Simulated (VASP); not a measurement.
Here is a VASP 6.6.1 calculation.

The input INCAR:

```
PREC = Accurate
ENCUT = 520
EDIFF = 1E-7
ISMEAR = 0
SIGMA = 0.05
LREAL = F
LASPH = T
NELM = 80
ALGO = Normal
ISIF = 2
LWAVE = F
LCHARG = F
GGA = CA
NBANDS = 35
```

Contents of KPOINTS:

```
Automatic mesh
0
Gamma
  6 6 8
```

Contents of POSCAR:

```
SnO2
1.0
    4.7207174017      0.0000000000      0.0000000000
    0.0000000000      4.7207174017      0.0000000000
    0.0000000000      0.0000000000      3.1887553105
Sn O
2 4
Direct
    0.0000000000      0.0000000000      0.0000000000
    0.5000000000      0.5000000000      0.5000000000
    0.2165333303      0.3956797689      0.0000000000
    0.2834666697      0.8956797689      0.5000000000
    0.7834666697      0.6043202311      0.0000000000
    0.7165333303      0.1043202311      0.5000000000
```

Potentials or basis: VASP PAW LDA potentials, release 64 (Sn_d, O).

Run with:

```bash
$ cat potpaw_LDA.64/Sn_d/POTCAR potpaw_LDA.64/O/POTCAR > POTCAR
$ mpirun -np 1 vasp_std > vasp.out
```

What does it give for the band gap on the k mesh?

0.46 eV (least direct gap 0.49 eV).

Predict the pressure.

-8.8 GPa.

Stress tensor (GPa, compression positive):
```
 -5.80   0.00   0.00
  0.00  -8.52   0.00
  0.00   0.00 -12.08
```

Caveat: the cell differs from its parent crystal (atoms displaced along a vibrational mode); the cell stands under tension; spin-orbit coupling is left out, which moves the levels of the heavy elements; forces of over 1 eV/Å act on the atoms, so gaps and moduli don't describe the material at rest. A k mesh can miss the band edges.
